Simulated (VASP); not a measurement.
Wanted: the native input for a VASP 6.6.1 run.

```
Task                   : single point
Functional             : LDA
Potentials or basis    : VASP PAW LDA potentials, release 64 (Ti_sv, N_h)
Cutoff                 : 1330 eV
k mesh                 : 8 × 8 × 8
Occupations            : gaussian, width 0.1 eV
Spin                   : no spin polarisation
Dipole correction      : no
Further INCAR settings : ALGO = Normal; EDIFF = 1e-06; NBANDS = 16
```

The structure of TiN lies in POSCAR:

```
TiN
1.0
    0.0000000000      2.0862956349      2.0862956349
    2.0862956349      0.0000000000      2.0862956349
    2.0862956349      2.0862956349      0.0000000000
Ti N
1 1
Direct
    0.0000000000      0.0000000000      0.0000000000
    0.5000000000      0.5000000000      0.5000000000
```

The input as run:

INCAR

```
SYSTEM = TiN
ALGO     = Normal         ! electronic algorithm
EDIFF    = 1E-6           ! SCF threshold, eV
ENCUT    = 1330           ! plane-wave cutoff, eV
GGA      = CA             ! functional
GGA_COMPAT= .False.      
ISIF     = 2              ! what is computed and relaxed
ISMEAR   = 0              ! smearing method
LASPH    = .True.         ! aspherical terms in the spheres
LCHARG   = .True.         ! write CHGCAR
LELF     = .True.         ! ELF
LREAL    = .False.        ! projectors in reciprocal space
LVHAR    = .True.       
LWAVE    = .False.        ! write WAVECAR
NBANDS   = 16             ! bands
NELM     = 120            ! most SCF steps
PREC     = Accurate       ! precision mode
SIGMA    = 0.1            ! smearing width, eV
```

KPOINTS

```
k-points
0
Gamma
  8 8 8
  0 0 0
```

Potentials or basis: VASP PAW LDA potentials, release 64 (Ti_sv, N_h).

Launch:

```bash
$ cat potpaw_LDA.64/Ti_sv/POTCAR potpaw_LDA.64/N_h/POTCAR > POTCAR
$ mpirun -np 1 vasp_std > vasp.out
```

Results of the run:

The pressure is 1.0 GPa and the band gap on the k mesh is zero (an odd number of electrons rules out a gap without spin polarisation).

Run time: 37 s on 1 thread of Intel(R) Xeon(R) Platinum 8259CL CPU @ 2.50GHz (Skylake/Cascade Lake) (shared host), peak memory 0.19 GiB.
